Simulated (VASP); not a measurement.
# NiO: single point with LDA

The system is NiO.

```
CELL_PARAMETERS angstrom
0.00000 2.07190 2.07190
2.07190 0.00000 2.07190
2.07190 2.07190 0.00000
ATOMIC_POSITIONS crystal
Ni 0.00000 0.00000 0.00000
O 0.50000 0.50000 0.50000
```

| Quantity | Value |
| --- | --- |
| Program | VASP 6.6.1 |
| Task | single point |
| Functional | LDA |
| Potentials or basis | VASP PAW LDA potentials, release 64 (Ni_sv_GW, O) |
| Cutoff | 700 eV |
| k mesh | 11 × 11 × 11 |
| Occupations | fermi-dirac, width 0.05 eV |
| Spin | collinear spin, ferromagnetic start |
| Starting moments | [1.0, 0.0] μB |

* Pressure: -16.0 GPa
* Net moment: 0.27 μB per cell
* Site moments: Ni +0.23; O +0.03 μB
* Valence electrons inside the program's atomic spheres: Ni 16.24; O 4.91

Levels at points of the mesh, in eV from the Fermi level:
Spin up:
```csv
k point,band 10,band 11,band 12,band 13,band 14,band 15
"(0.00, 0.00, 0.00)",-1.96,-1.96,-1.82,-1.82,1.76,17.74
```
Spin down:
```
           k point  band 8  band 9  band 10  band 11  band 12  band 13  band 14  band 15  band 16  band 17
(0.00, 0.00, 0.00)   -3.17   -1.81    -1.81    -1.81    -1.53    -1.53     1.81    17.74    19.14    19.14
```

Wall time 84 s on 1 thread of AMD EPYC 7R13 Processor (Zen 3), with other jobs on the host, peak memory 0.17 GiB.

Caveat: the cell stands under tension; semilocal functionals often make such compounds metallic where correlation or magnetic order opens a gap, which also shifts bond lengths. With open d or f shells a metallic result of LDA can be an artefact of self-interaction; +U or a hybrid may open a gap.
